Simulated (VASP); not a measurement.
Set up this calculation in VASP 6.6.1, as the native input.

```
Task                   : single point
Functional             : PBE
Potentials or basis    : VASP PAW PBE potentials, release 64 (Zn, Si, N)
Cutoff                 : 520 eV
k mesh                 : 6 × 6 × 4
Occupations            : gaussian, width 0.1 eV
Spin                   : no spin polarisation
Dipole correction      : no
Further INCAR settings : ALGO = Normal; EDIFF = 1e-06; NBANDS = 26
```

The structure of Zn2Si2N lies in POSCAR:

```
Zn2Si2N
1.0
    4.0952851300      0.0000000000      0.0000000000
   -2.0476425700      3.5466209600      0.0000000000
    0.0000000000      0.0000000000      5.4977870500
Zn Si N
2 2 1
Direct
    0.6666666700      0.3333333300      0.3043193900
    0.6666666700      0.3333333300      0.6956806100
    0.3333333300      0.6666666700      0.5000000000
    0.6666666700      0.3333333300      0.0000000000
    0.3333333300      0.6666666700      0.0000000000
```

These files were run (other wordings do the same):

INCAR

```
  PREC = Accurate
  ENCUT = 520
  EDIFF = 1E-6
  ISMEAR = 0
  SIGMA = 0.1
  LREAL = False
  LASPH = True
  NELM = 80
  ALGO = Normal
  ISIF = 2
  LWAVE = False
  LCHARG = False
  GGA = PE
  NBANDS = 26
```

KPOINTS

```
Automatic mesh
0
Gamma
  6 6 4
```

Potentials or basis: VASP PAW PBE potentials, release 64 (Zn, Si, N).

The run is started by

```sh
$ cat potpaw_PBE.64/Zn/POTCAR potpaw_PBE.64/Si/POTCAR potpaw_PBE.64/N/POTCAR > POTCAR
$ mpirun -np 1 vasp_std > vasp.out
```

Results of the run:

```json
{"Pressure": "45.3 GPa", "Largest force": "18.127 eV/Å"}
```

Caveat: forces of over 1 eV/Å act on the atoms, so gaps and moduli don't describe the material at rest.

Run time: 25 s on 1 thread of Intel(R) Xeon(R) 6975P-C (Granite Rapids), on a shared host, peak memory 0.2 GiB.
